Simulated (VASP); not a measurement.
## BeAu3: single point with LDA

Crystal: BeAu3.

```
Be Au
1.0
     4.01171    0.00000    0.00000
     0.00000    4.01171    0.00000
     0.00000    0.00000    4.01171
Be Au
1 3
Direct
  0.00000 0.00000 0.00000
  0.00000 0.50000 0.50000
  0.50000 0.00000 0.50000
  0.50000 0.50000 0.00000
```

| Quantity | Value |
| --- | --- |
| Program | VASP 6.6.1 |
| Task | single point |
| Functional | LDA |
| Potentials or basis | VASP PAW LDA potentials, release 64 (Be, Au) |
| Cutoff | 520 eV |
| k mesh | 6 × 6 × 6 |
| Occupations | fermi-dirac, width 0.15 eV |
| Spin | no spin polarisation |
| Dipole correction | no |
| Further INCAR settings | ALGO = Normal; EDIFF = 1e-06; NBANDS = 26 |

```
Pressure : -11.2 GPa
```

Levels at points of the mesh, in eV from the Fermi level:
| k point | band 15 | band 16 | band 17 | band 18 | band 19 | band 20 |
| --- | --- | --- | --- | --- | --- | --- |
| (0.00, 0.00, 0.00) | -1.76 | -1.76 | -0.13 | -0.13 | -0.13 | 4.86 |
| (0.50, 0.00, 0.00) | -3.52 | -2.79 | -1.76 | 3.64 | 3.76 | 3.76 |
| (0.50, 0.50, 0.00) | -3.32 | -3.32 | -1.54 | -0.52 | -0.52 | 5.56 |
| (0.50, 0.50, 0.50) | -2.11 | -2.02 | -2.02 | -2.02 | -1.16 | 2.24 |

Run time: 44 s on 1 thread of Intel Xeon 6975P-C, on a shared host, peak memory 0.16 GiB.

Caveat: spin-orbit coupling is left out, which moves the levels of the heavy elements.
